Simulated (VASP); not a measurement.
Input of a VASP 6.6.1 run:

The input INCAR:

```
ALGO = Fast
EDIFF = 1E-7
ENCUT = 520
GGA = PE
ISIF = 2
ISMEAR = 0
LASPH = T
LCHARG = T
LELF = T
LREAL = F
LVHAR = T
LWAVE = F
NBANDS = 39
NELM = 80
PREC = Accurate
SIGMA = 0.1
```

File KPOINTS:

```
k-points
0
Gamma
  30 30 8
```

The input POSCAR:

```
Pt
1.0
    2.7742965467      0.0000000000      0.0000000000
   -1.3871482733      2.4026112870      0.0000000000
    0.0000000000      0.0000000000     14.1418140043
Pt
6
Direct
    0.0000000000      0.0000000000      0.0000000000
    0.3333333333      0.6666666667      0.1659179391
    0.6666666667      0.3333333333      0.3319321784
    0.3333333333      0.6666666667      0.5000000000
    0.6666666667      0.3333333333      0.6680678216
    0.3333333333      0.6666666667      0.8340820609
```

Potentials or basis: VASP PAW PBE potentials, release 64 (Pt).

Run with:

```console
$ cat potpaw_PBE.64/Pt/POTCAR > POTCAR
$ mpirun -np 1 vasp_std > vasp.out
```

What does it give for the largest force?

0.006 eV/Å.

Estimate the pressure.

-0.5 GPa.

Forces on the atoms (eV/Å):
```
Pt   0.000  0.000  0.000
Pt   0.000  0.000 -0.003
Pt   0.000  0.000  0.006
Pt   0.000  0.000  0.000
Pt   0.000  0.000 -0.006
Pt   0.000  0.000  0.003
```
